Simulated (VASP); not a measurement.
Crystal: B2SbI3.

```
B Sb I
1.0
     4.66727    0.00000    0.00000
     0.00000    4.66727    0.00000
     0.00000    0.00000    9.99976
B Sb I
2 1 3
Direct
  0.00000 0.50000 0.00000
  0.50000 0.00000 0.00000
  0.00000 0.00000 0.50000
  0.50000 0.50000 0.00000
  0.00000 0.00000 0.19768
  0.00000 0.00000 0.80232
```

The cell was generated, and may not be a known phase.

- Program: VASP 6.6.1
- Task: relaxation of cell and atoms
- Functional: PBE
- Potentials or basis: VASP PAW PBE potentials, release 64 (B, Sb, I)
- Cutoff: 600 eV
- k mesh: 8 × 8 × 4
- Occupations: gaussian, width 0.1 eV
- Spin: no spin polarisation

At the start: pressure 0.3 GPa; volume 36.30 Å³/atom.

Problem. How do energy, volume and symmetry change on relaxing?

Solution. Over 11 steps the energy falls by 11.1 meV/atom and the volume is 37.10 Å³/atom (+2.2 %); space group P4/mmm (No. 123, to 0.1 Å) before and after.

Step by step:
| step | energy change (eV) | largest force (eV/Å) | pressure (GPa) | volume (Å³) |
| --- | --- | --- | --- | --- |
| 1 | 0.0000 | 0.2044 | 0.33 | 217.83 |
| 2 | -0.0302 | 0.2314 | 0.17 | 220.16 |
| 3 | -0.0494 | 0.2799 | -0.06 | 223.88 |
| 4 | -0.0587 | 0.1854 | -0.08 | 223.87 |
| 5 | -0.0661 | 0.0128 | -0.09 | 223.86 |
| 6 | -0.0661 | 0.0061 | -0.08 | 223.86 |
| 7 | -0.0667 | 0.0060 | -0.05 | 222.68 |
| 8 | -0.0660 | 0.0052 | 0.05 | 221.53 |
| 9 | -0.0665 | 0.0049 | 0.10 | 222.15 |
| 10 | -0.0666 | 0.0050 | 0.06 | 222.48 |
| 11 | -0.0667 | 0.0050 | 0.04 | 222.57 |

Final structure:
```
B Sb I
1.0
     4.79169    0.00000    0.00000
     0.00000    4.79169    0.00000
     0.00000    0.00000    9.69375
B Sb I
2 1 3
Direct
  0.00000 0.50000 0.00000
  0.50000 0.00000 0.00000
  0.00000 0.00000 0.50000
  0.50000 0.50000 0.00000
  0.00000 0.00000 0.18860
  0.00000 0.00000 0.81140
```
